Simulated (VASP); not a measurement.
Crystal: MnO.

```
Mn O
1.0
     0.00000    2.22200    2.22200
     2.22200    0.00000    2.22200
     2.22200    2.22200    0.00000
Mn O
1 1
Direct
  0.00000 0.00000 0.00000
  0.50000 0.50000 0.50000
```

Base run:

| Property | Result |
| --- | --- |
| Program | VASP 6.6.1 |
| Functional | PBE |
| Potentials or basis | VASP PAW PBE potentials, release 64 (Mn_sv, O) |
| Cutoff | 600 eV |
| k mesh | 12 × 12 × 12 |
| Occupations | gaussian, width 0.05 eV |
| Spin | collinear spin, ferromagnetic start |
| Starting moments | [0.5, 0.0] μB |
| Hubbard terms | Mn d U = 3.9 eV |

Its results: band gap on the k mesh 0.16 eV, indirect (least direct gap 2.73 eV); pressure 5.2 GPa; net moment 5.00 μB per cell; site moments Mn +4.49; O +0.17 μB.

Task: The run is repeated on the same cell with these changes: k mesh from 12 × 12 × 12 to 5 × 5 × 5. What comes out?

Result: Band gap on the k mesh 0.35 eV, indirect (least direct gap 2.73 eV); pressure 5.3 GPa; net moment 5.00 μB per cell; site moments Mn +4.49; O +0.17 μB.

Caveats: some runs use coarse meshes; a cell with one magnetic atom can't hold antiferromagnetic order, which such compounds often take.

A k mesh can miss the band edges.
